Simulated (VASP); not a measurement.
# ZnSe (F-43m) in VASP: further runs

The runs below take ZnSe through vibrations by perturbation theory, with PBE.

Program: VASP 6.6.1. These are calculated values, not measurements. Logs are shortened: lines on timing, memory, paths and dates and some standing lists are left out, and cuts for length are marked.

### Step 1. The cell of the first run

The structure is cubic, space group F-43m (No. 216). Conventional cell: a = 5.617 Å, b = 5.617 Å, c = 5.617 Å, α = 90.00°, β = 90.00°, γ = 90.00°. Within 3.2 Å of Zn (site symmetry -43m) lie 4 Se at 2.43 Å. Se (site symmetry -43m) has 4 Zn at 2.43 Å within 3.2 Å.

### Step 2. Vibrations by perturbation theory, PBE

INCAR

```
SYSTEM = ZnSe
PREC = Accurate
ENCUT = 520
EDIFF = 1E-8
ISMEAR = 0
SIGMA = 0.01
LREAL = .False.
LASPH = .True.
NELM = 60
ALGO = Normal
ISIF = 2
LWAVE = .False.
LCHARG = .False.
GGA = PE
IBRION = 8
NSW = 1
LEPSILON = .True.
```

KPOINTS

```
regular mesh
0
Gamma
  8 8 8
  0 0 0
```

POSCAR

```
ZnSe
1.0
    0.0000000000      2.8083873290      2.8083873290
    2.8083873290      0.0000000000      2.8083873290
    2.8083873290      2.8083873290      0.0000000000
Zn Se
1 1
Direct
    0.0000000000      0.0000000000      0.0000000000
    0.7500000000      0.7500000000      0.7500000000
```

Potentials or basis: VASP PAW PBE potentials, release 64 (Zn, Se).

Started as:

```bash
$ cat potpaw_PBE.64/Zn/POTCAR potpaw_PBE.64/Se/POTCAR > POTCAR
$ mpirun -np 1 vasp_std > vasp.out
```

OUTCAR:

```text
SYSTEM = ZnSe
   PREC = Accurate
   ENCUT = 520
   EDIFF = 1E-8
   ISMEAR = 0
   LREAL = .False.
   LASPH = .True.
   NELM = 60
   ISIF = 2
   GGA = PE
   IBRION = 8
   NSW = 1
   LEPSILON = .True.

 ion  position               nearest neighbor table
   1  0.000  0.000  0.000-   2 2.43   2 2.43   2 2.43   2 2.43
   2  0.750  0.750  0.750-   1 2.43   1 2.43   1 2.43   1 2.43

  LATTYP: Found a face centered cubic cell.
 ALAT       =     5.6167746580

  Lattice vectors:

 A1 = (   0.0000000000,   2.8083873290,   2.8083873290)
 A2 = (   2.8083873290,   0.0000000000,   2.8083873290)
 A3 = (   2.8083873290,   2.8083873290,   0.0000000000)

Analysis of symmetry for initial positions (statically):
=====================================================================
 Subroutine PRICEL returns:
 Original cell was already a primitive cell.

 Routine SETGRP: Setting up the symmetry group for a
 face centered cubic supercell.

 Subroutine GETGRP returns: Found 24 space group operations
 (whereof 24 operations were pure point group operations)
 out of a pool of 48 trial point group operations.

The static configuration has the point symmetry T_d .

Analysis of symmetry for dynamics (positions and initial velocities):
=====================================================================
 Subroutine PRICEL returns:
 Original cell was already a primitive cell.

 Routine SETGRP: Setting up the symmetry group for a
 face centered cubic supercell.

 Subroutine GETGRP returns: Found 24 space group operations
 (whereof 24 operations were pure point group operations)
 out of a pool of 48 trial point group operations.

The dynamic configuration has the point symmetry T_d .

 Subroutine INISYM returns: Found 24 space group operations
 (whereof 24 operations are pure point group operations),
 and found     1 'primitive' translations

----------------------------------------------------------------------------------------

                                     Primitive cell

  volume of cell :      44.2997

  direct lattice vectors                    reciprocal lattice vectors
     0.000000000  2.808387329  2.808387329    -0.178038120  0.178038120  0.178038120
     2.808387329  0.000000000  2.808387329     0.178038120 -0.178038120  0.178038120
     2.808387329  2.808387329  0.000000000     0.178038120  0.178038120 -0.178038120

  length of vectors
     3.971659449  3.971659449  3.971659449     0.308371069  0.308371069  0.308371069

  position of ions in fractional coordinates (direct lattice)
     0.000000000  0.000000000  0.000000000
     0.750000000  0.750000000  0.750000000

  ion indices of the primitive-cell ions
   primitive index   ion index
                 1           1
                 2           2

----------------------------------------------------------------------------------------

 KPOINTS: regular mesh

Automatic generation of k-mesh.
 Grid dimensions read from file:
 generate k-points for:    8    8    8

 Generating k-lattice:

  Cartesian coordinates                     Fractional coordinates (reciprocal lattice)
[... 534 lines left out ...]
  ---------------------------------------------------
  ---------------------------------------------------
  free energy    TOTEN  =        -0.87829509 eV

  energy without entropy =       -0.87829509

------------------------ aborting loop because EDIFF is reached ----------------------------------------

--------------------------------------- Ionic step        2  -------------------------------------------

------------------------ aborting loop because EDIFF is reached ----------------------------------------

--------------------------------------- Ionic step        3  -------------------------------------------

------------------------ aborting loop because EDIFF is reached ----------------------------------------

 PIEZOELECTRIC TENSOR FIELD DIRECTION 3  (e Angst)
 -----------------------------------------------------------------------------
    -0.00068  1.92685  0.00000           (  0.00000 -0.03453  0.00000)
     1.92685 -0.00068  0.00000           ( -0.03453  0.00000  0.00000)
     0.00000  0.00000 -0.00035           (  0.00000  0.00000 -0.00000)

 PIEZOELECTRIC TENSOR FIELD DIRECTION 3  (C/m^2)
 -----------------------------------------------------------------------------
    -0.00024  0.69688  0.00000
     0.69688 -0.00024  0.00000
     0.00000  0.00000 -0.00013

--------------------------------------- Ionic step        4  -------------------------------------------

------------------------ aborting loop because EDIFF is reached ----------------------------------------

[... ionic steps 5 to 6 ...]

--------------------------------------- Ionic step        7  -------------------------------------------

 Free energy of the ion-electron system (eV)
  ---------------------------------------------------
  ---------------------------------------------------
  free energy    TOTEN  =        -0.08247059 eV

  energy without entropy =       -0.08247059

------------------------ aborting loop because EDIFF is reached ----------------------------------------

 INTERNAL STRAIN TENSOR  FOR ION    2  DIRECTION 1   (eV/Angst):
 -----------------------------------------------------------------------------
    -0.01836  0.00000  0.00000
     0.00000  0.01461  6.64440
     0.00000  6.64440  0.01461

 MACROSCOPIC STATIC DIELECTRIC TENSOR (including local field effects in DFT)
 ------------------------------------------------------
           7.617910     0.000000     0.000000
          -0.000000     7.617910    -0.000000
          -0.000000    -0.000000     7.617910
 ------------------------------------------------------

 PIEZOELECTRIC TENSOR (including local field effects)  for field in x, y, z        (e  Angst)
          XX          YY          ZZ          XY          YZ          ZX
  --------------------------------------------------------------------------------
  x    -0.00000    -0.00000     0.00000     0.00000     1.94299    -0.00000
  y     0.00000     0.00000    -0.00000     0.00000     0.00000     1.94299
  z    -0.00000    -0.00000     0.00000     1.94299     0.00000     0.00000

 PIEZOELECTRIC TENSOR (including local field effects)  for field in x, y, z        (C/m^2)
          XX          YY          ZZ          XY          YZ          ZX
  --------------------------------------------------------------------------------
  x    -0.00000    -0.00000     0.00000     0.00000     0.70272    -0.00000
  y     0.00000     0.00000    -0.00000     0.00000     0.00000     0.70272
  z    -0.00000    -0.00000     0.00000     0.70272     0.00000     0.00000

 BORN EFFECTIVE CHARGES (including local field effects) (in |e|, cummulative output)
 ---------------------------------------------------------------------------------
 ion    1
    1     2.04359     0.00000     0.00000
    2     0.00000     2.04359     0.00000
    3     0.00000     0.00000     2.04359
 ion    2
    1    -2.04359     0.00000     0.00000
    2     0.00000    -2.04359     0.00000
    3    -0.00000    -0.00000    -2.04359

 INTERNAL STRAIN TENSOR FOR ION    2 for displacements in x,y,z  (eV/Angst):
          X           Y           Z          XY          YZ          ZX
  --------------------------------------------------------------------------------
  x     0.00000    -0.00000    -0.00000     0.00000     6.64440     0.00000
  y    -0.00000    -0.00000    -0.00000     0.00000     0.00000     6.64440
  z    -0.00000    -0.00000     0.00000     6.64440     0.00000     0.00000

 SECOND DERIVATIVES (NOT SYMMETRIZED)
 ------------------------------------
               1X          1Y          1Z          2X          2Y          2Z
  1X    -6.217135    0.000000    0.000000    6.217135    0.000000    0.000000
  1Y     0.000000   -6.217135    0.000000    0.000000    6.217135    0.000000
  1Z     0.000000    0.000000   -6.217135    0.000000    0.000000    6.217135
  2X     6.242998    0.000000    0.000000   -6.242998    0.000000    0.000000
  2Y     0.000000    6.242998    0.000000    0.000000   -6.242998    0.000000
  2Z     0.000000    0.000000    6.242998    0.000000    0.000000   -6.242998

 Eigenvectors and eigenvalues of the dynamical matrix
 ----------------------------------------------------

   1 f  =    6.523852 THz    40.990569 2PiTHz  217.612271 cm-1    26.980471 meV
             X         Y         Z           dx          dy          dz
      0.000000  0.000000  0.000000     0.000000    0.738901    0.000000
      4.212581  4.212581  4.212581     0.000000   -0.673814    0.000000
[... 21 lines left out ...]
   6 f/i=    0.006742 THz     0.042361 2PiTHz    0.224886 cm-1     0.027882 meV
             X         Y         Z           dx          dy          dz
      0.000000  0.000000  0.000000     0.000000    0.000000   -0.673814
      4.212581  4.212581  4.212581     0.000000    0.000000   -0.738901

--------------------------------------------------------------------------------------------------------

 MACROSCOPIC STATIC DIELECTRIC TENSOR IONIC CONTRIBUTION
 ------------------------------------------------------
           2.738150     0.000000     0.000000
           0.000000     2.738150    -0.000000
           0.000000    -0.000000     2.738150
 ------------------------------------------------------

 ELASTIC MODULI CONTR FROM IONIC RELAXATION (kBar)
 Direction    XX          YY          ZZ          XY          YZ          ZX
 --------------------------------------------------------------------------------
 XX          -0.0000     -0.0000     -0.0000      0.0000     -0.0000      0.0000
 YY          -0.0000     -0.0000     -0.0000      0.0000     -0.0000      0.0000
 ZZ          -0.0000     -0.0000     -0.0000     -0.0000     -0.0000      0.0000
 XY           0.0000      0.0000     -0.0000   -256.6627     -0.0000      0.0000
 YZ          -0.0000     -0.0000     -0.0000     -0.0000   -256.6627     -0.0000
 ZX           0.0000      0.0000      0.0000      0.0000     -0.0000   -256.6627
 --------------------------------------------------------------------------------

 PIEZOELECTRIC TENSOR IONIC CONTR  for field in x, y, z        (C/m^2)
          XX          YY          ZZ          XY          YZ          ZX
  --------------------------------------------------------------------------------
  x    -0.00000    -0.00000    -0.00000    -0.00000    -0.78883    -0.00000
  y     0.00000     0.00000     0.00000     0.00000    -0.00000    -0.78883
  z     0.00000     0.00000    -0.00000    -0.78883    -0.00000     0.00000
```

Run time: 14 min. Hardware: 1 thread of Intel Xeon 8259CL, shared host; peak memory 0.3 GiB.

Results:

| Quantity | Value |
| --- | --- |
| Electronic dielectric tensor (diagonal) | 7.62 |
| Born charges (mean of the diagonal) | Zn +2.04; Se -2.04 e |
| Highest phonon frequency at Γ, LO-TO splitting left out | 218 cm⁻¹ |

Phonon frequencies in cm⁻¹ (negative: imaginary):
```tsv
q point	frequencies
(0.000, 0.000, 0.000)	0 0 0 218 218 218
```

Electronic dielectric tensor:
```
7.62 0.00 0.00
0.00 7.62 0.00
0.00 0.00 7.62
```

Born effective charge tensors (e):
atom 1, Zn
```
2.04 0.00 0.00
0.00 2.04 0.00
0.00 0.00 2.04
```
atom 2, Se
```
-2.04  0.00  0.00
 0.00 -2.04  0.00
 0.00  0.00 -2.04
```

Caveat: the cell stands under pressure or tension, which shifts response properties.

### Step 3. Vibrations by perturbation theory, PBE

This run uses another cell than the first one, of 21.59 Å³/atom.

INCAR

```
PREC     = Accurate       # precision mode
ENCUT    = 520            # plane-wave cutoff, eV
EDIFF    = 1E-8           # SCF threshold, eV
ISMEAR   = 0              # smearing method
SIGMA    = 0.01           # smearing width, eV
LREAL    = False          # projectors in reciprocal space
LASPH    = True           # aspherical terms in the spheres
NELM     = 80             # most SCF steps
ALGO     = Normal         # electronic algorithm
ISIF     = 2              # what is computed and relaxed
LWAVE    = False          # write WAVECAR
LCHARG   = False          # write CHGCAR
GGA      = PE             # functional
IBRION   = 8              # ionic algorithm
NSW      = 1              # ionic steps
LEPSILON = True           # dielectric tensor by DFPT
```

KPOINTS

```
Automatic mesh
0
Gamma
  8 8 8
```

POSCAR

```
ZnSe
1.0
    0.0000000000      2.7846472742      2.7846472742
    2.7846472742      0.0000000000      2.7846472742
    2.7846472742      2.7846472742      0.0000000000
Zn Se
1 1
Direct
    0.0000000000      0.0000000000      0.0000000000
    0.7500000000      0.7500000000      0.7500000000
```

Potentials or basis: VASP PAW PBE potentials, release 64 (Zn, Se).

Started as:

```bash
$ cat potpaw_PBE.64/Zn/POTCAR potpaw_PBE.64/Se/POTCAR > POTCAR
$ mpirun -np 1 vasp_std > vasp.out
```

OUTCAR:

```text
PREC = Accurate
   ENCUT = 520
   EDIFF = 1E-8
   ISMEAR = 0
   LREAL = False
   LASPH = True
   NELM = 80
   ISIF = 2
   GGA = PE
   IBRION = 8
   NSW = 1
   LEPSILON = True

 ion  position               nearest neighbor table
   1  0.000  0.000  0.000-   2 2.41   2 2.41   2 2.41   2 2.41
   2  0.750  0.750  0.750-   1 2.41   1 2.41   1 2.41   1 2.41

  LATTYP: Found a face centered cubic cell.
 ALAT       =     5.5692945484

  Lattice vectors:

 A1 = (   0.0000000000,   2.7846472742,   2.7846472742)
 A2 = (   2.7846472742,   0.0000000000,   2.7846472742)
 A3 = (   2.7846472742,   2.7846472742,   0.0000000000)

Analysis of symmetry for initial positions (statically):
=====================================================================
 Subroutine PRICEL returns:
 Original cell was already a primitive cell.

 Routine SETGRP: Setting up the symmetry group for a
 face centered cubic supercell.

 Subroutine GETGRP returns: Found 24 space group operations
 (whereof 24 operations were pure point group operations)
 out of a pool of 48 trial point group operations.

The static configuration has the point symmetry T_d .

Analysis of symmetry for dynamics (positions and initial velocities):
=====================================================================
 Subroutine PRICEL returns:
 Original cell was already a primitive cell.

 Routine SETGRP: Setting up the symmetry group for a
 face centered cubic supercell.

 Subroutine GETGRP returns: Found 24 space group operations
[... 643 lines left out ...]
          XX          YY          ZZ          XY          YZ          ZX
  --------------------------------------------------------------------------------
  x    -0.00000     0.00000     0.00000     0.00000     0.68977    -0.00000
  y    -0.00000    -0.00000     0.00000     0.00000     0.00000     0.68977
  z     0.00000     0.00000    -0.00000     0.68977     0.00000     0.00000

 BORN EFFECTIVE CHARGES (including local field effects) (in |e|, cummulative output)
 ---------------------------------------------------------------------------------
 ion    1
    1     2.00255     0.00000     0.00000
    2     0.00000     2.00255    -0.00000
    3     0.00000     0.00000     2.00255
 ion    2
    1    -2.00255     0.00000     0.00000
    2    -0.00000    -2.00255     0.00000
    3    -0.00000    -0.00000    -2.00255

 INTERNAL STRAIN TENSOR FOR ION    2 for displacements in x,y,z  (eV/Angst):
          X           Y           Z          XY          YZ          ZX
  --------------------------------------------------------------------------------
  x     0.00000     0.00000     0.00000     0.00000     7.63071     0.00000
  y     0.00000     0.00000     0.00000     0.00000     0.00000     7.63071
  z     0.00000     0.00000     0.00000     7.63071     0.00000     0.00000

 SECOND DERIVATIVES (NOT SYMMETRIZED)
 ------------------------------------
               1X          1Y          1Z          2X          2Y          2Z
  1X    -6.721439    0.000000    0.000000    6.721439    0.000000    0.000000
  1Y     0.000000   -6.721439    0.000000    0.000000    6.721439    0.000000
  1Z     0.000000    0.000000   -6.721439    0.000000    0.000000    6.721439
  2X     6.787144    0.000000    0.000000   -6.787144    0.000000    0.000000
  2Y     0.000000    6.787144    0.000000    0.000000   -6.787144    0.000000
  2Z     0.000000    0.000000    6.787144    0.000000    0.000000   -6.787144

 Eigenvectors and eigenvalues of the dynamical matrix
 ----------------------------------------------------

   1 f  =    6.791907 THz    42.674810 2PiTHz  226.553630 cm-1    28.089058 meV
             X         Y         Z           dx          dy          dz
      0.000000  0.000000  0.000000     0.607105   -0.419542    0.000000
      4.176971  4.176971  4.176971    -0.555173    0.383654    0.000000
[... 21 lines left out ...]
   6 f/i=    0.016452 THz     0.103371 2PiTHz    0.548779 cm-1     0.068040 meV
             X         Y         Z           dx          dy          dz
      0.000000  0.000000  0.000000     0.193083   -0.223802   -0.606663
      4.176971  4.176971  4.176971     0.211144   -0.244736   -0.663411

--------------------------------------------------------------------------------------------------------

 MACROSCOPIC STATIC DIELECTRIC TENSOR IONIC CONTRIBUTION
 ------------------------------------------------------
           2.487751    -0.000000     0.000000
          -0.000000     2.487751     0.000000
           0.000000     0.000000     2.487751
 ------------------------------------------------------

 ELASTIC MODULI CONTR FROM IONIC RELAXATION (kBar)
 Direction    XX          YY          ZZ          XY          YZ          ZX
 --------------------------------------------------------------------------------
 XX          -0.0000      0.0000      0.0000      0.0000      0.0000     -0.0000
 YY           0.0000     -0.0000     -0.0000      0.0000     -0.0000      0.0000
 ZZ           0.0000     -0.0000     -0.0000      0.0000     -0.0000      0.0000
 XY           0.0000      0.0000      0.0000   -320.1667     -0.0000     -0.0000
 YZ           0.0000     -0.0000     -0.0000     -0.0000   -320.1667      0.0000
 ZX          -0.0000      0.0000      0.0000     -0.0000      0.0000   -320.1667
 --------------------------------------------------------------------------------

 PIEZOELECTRIC TENSOR IONIC CONTR  for field in x, y, z        (C/m^2)
          XX          YY          ZZ          XY          YZ          ZX
  --------------------------------------------------------------------------------
  x     0.00000    -0.00000    -0.00000    -0.00000    -0.83978     0.00000
  y    -0.00000     0.00000     0.00000    -0.00000     0.00000    -0.83978
  z     0.00000     0.00000     0.00000    -0.83978    -0.00000    -0.00000
```

stdout:

```text
POSCAR found type information on POSCAR ZnSe
 POSCAR found :  2 types and       2 ions
 scaLAPACK will be used
 LDA part: xc-table for (Slater+PW92), standard interpolation
 POSCAR, INCAR and KPOINTS ok, starting setup
 FFT: planning ... GRIDC
 FFT: planning ... GRID_SOFT
 FFT: planning ... GRID
 WAVECAR not read
 entering main loop
[... 24 lines left out ...]
 dielectric tensor                  component  3 :     1.317     1.213     7.501
 Linear response DOF=           2
 Linear response progress:
 first order change of Fermi-energy  -0.78594E+01
 force on displaced ion       1 direction 1 :  -6.721  -0.000  -0.000
 Born effective charge ion    1 direction 1 :   1.980   0.000   0.000
 Linear response progress:
 first order change of Fermi-energy   0.78597E+01
 force on displaced ion       2 direction 1 :  -6.787   0.000   0.000
 Born effective charge ion    2 direction 1 :  -2.024   0.000   0.000
 Born effective charges drift removed
 Linear response finished
```

Run time: 9.9 min. Hardware: 1 thread of Intel Xeon 6455B, shared host; peak memory 0.3 GiB.

Results:

```yaml
Electronic_dielectric_tensor_diagonal: 7.50
Born_charges_mean_of_the_diagonal: Zn +2.00; Se -2.00 e
Highest_phonon_frequency_at_Γ_LO-TO_splitting_left_out: 227 cm⁻¹
```

Phonon frequencies in cm⁻¹ (negative: imaginary):
```csv
q point,frequencies
"(0.000, 0.000, 0.000)",-1 -1 -1 227 227 227
```

Electronic dielectric tensor:
```
7.50 0.00 0.00
0.00 7.50 0.00
0.00 0.00 7.50
```

Born effective charge tensors (e):
atom 1, Zn
```
2.00 0.00 0.00
0.00 2.00 0.00
0.00 0.00 2.00
```
atom 2, Se
```
-2.00  0.00  0.00
 0.00 -2.00  0.00
 0.00  0.00 -2.00
```

Caveat: the cell stands under pressure or tension, which shifts response properties.

(Continued in part 2 of 2.)
